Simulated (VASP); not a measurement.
Crystal: Si2Ge3.

```xyz
10
Lattice="-4.3950 4.3950 2.7800 4.3950 -4.3950 2.7800 4.3950 4.3950 -2.7800" Properties=species:S:1:pos:R:3 pbc="T T T"
Si    2.6370    0.8790    2.7800
Si    1.7580    3.5160    0.0000
Si    5.2740    1.7580    0.0000
Si   -0.8790    2.6370    2.7800
Ge    0.0000    4.3950    1.3900
Ge    2.6370    5.2740   -1.3900
Ge    0.0000    0.0000    0.0000
Ge    0.8790    1.7580    4.1700
Ge    1.7580   -0.8790    1.3900
Ge    3.5160    2.6370    1.3900
```

| Property | Result |
| --- | --- |
| Program | VASP 6.6.1 |
| Task | relaxation of cell and atoms |
| Functional | PBE |
| Potentials or basis | VASP PAW PBE potentials, release 64 (Si, Ge_d) |
| Cutoff | 600 eV |
| k mesh | 4 × 4 × 4 |
| Occupations | gaussian, width 0.2 eV |
| Spin | no spin polarisation |

At the start: pressure 2.8 GPa; volume 21.48 Å³/atom.

**Question.** Where does the relaxation end?

**Answer.** Over 5 steps the energy falls by 11.1 meV/atom and the volume is 22.26 Å³/atom (+3.6 %); space group I-4 (No. 82, to 0.05 Å).

Step by step:
| step | energy change (eV) | largest force (eV/Å) | pressure (GPa) | volume (Å³) |
| --- | --- | --- | --- | --- |
| 1 | 0.0000 | 0.5087 | 2.85 | 214.79 |
| 2 | -0.0861 | 0.1911 | -1.25 | 226.89 |
| 3 | -0.0959 | 0.2616 | -0.34 | 223.84 |
| 4 | -0.1076 | 0.1223 | -0.13 | 223.16 |
| 5 | -0.1110 | 0.0582 | 0.06 | 222.55 |

Final structure:
```
CELL_PARAMETERS angstrom
-4.44776 4.44776 2.81249
4.44776 -4.44776 2.81249
4.44776 4.44776 -2.81249
ATOMIC_POSITIONS crystal
Si 0.59990 0.80043 0.40023
Si 0.40021 0.19967 0.59977
Si 0.19957 0.59979 0.79947
Si 0.80033 0.40010 0.20053
Ge 0.75000 0.25000 0.50000
Ge 0.35652 0.05116 0.89822
Ge 0.00000 0.00000 0.00000
Ge 0.94884 0.84706 0.30536
Ge 0.15294 0.45830 0.10178
Ge 0.54170 0.64348 0.69464
```

Caveat: the relaxation stopped at a loose force limit of 0.08 eV/Å, so its end isn't a converged minimum.
